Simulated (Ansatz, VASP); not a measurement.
# Two plane-wave programs on InP

```
In P
1.0
     0.00000    3.38302    2.19896
     3.38302    0.00000    2.19896
     3.38302    3.38302    0.00000
In P
1 1
Cartesian
  0.0000 0.0000 0.0000
  5.0745 5.0745 3.2984
```

Alike in both runs: task single point; functional r2SCAN; k mesh 10 × 10 × 10; occupations gaussian, width 0.05 eV; no spin polarisation.

```csv
,VASP,Ansatz
version,VASP 6.6.1,Ansatz 0.2.0
potentials or method,"VASP PAW PBE potentials, release 64 (In_d, P), cutoff 520 eV","scalar-relativistic, plane waves, PAW"
valence electrons in the cell,18,18
```

Ansatz gave:

| Property | Result |
| --- | --- |
| gap on the k mesh at the Fermi level (eV) | none |
| pressure (GPa) | -3.0 |
| traceless stress, the component that is largest in VASP (GPa) | 6.21 |

**Question.** Which values does VASP return?

**Answer.** gap on the k mesh at the Fermi level (eV): none; pressure (GPa): -3.1; traceless stress, the component that is largest in VASP (GPa): 6.25.

VASP's potentials were made for PBE, not for r2SCAN. A gap of «none» marks a metal or a gap that the smearing closes.
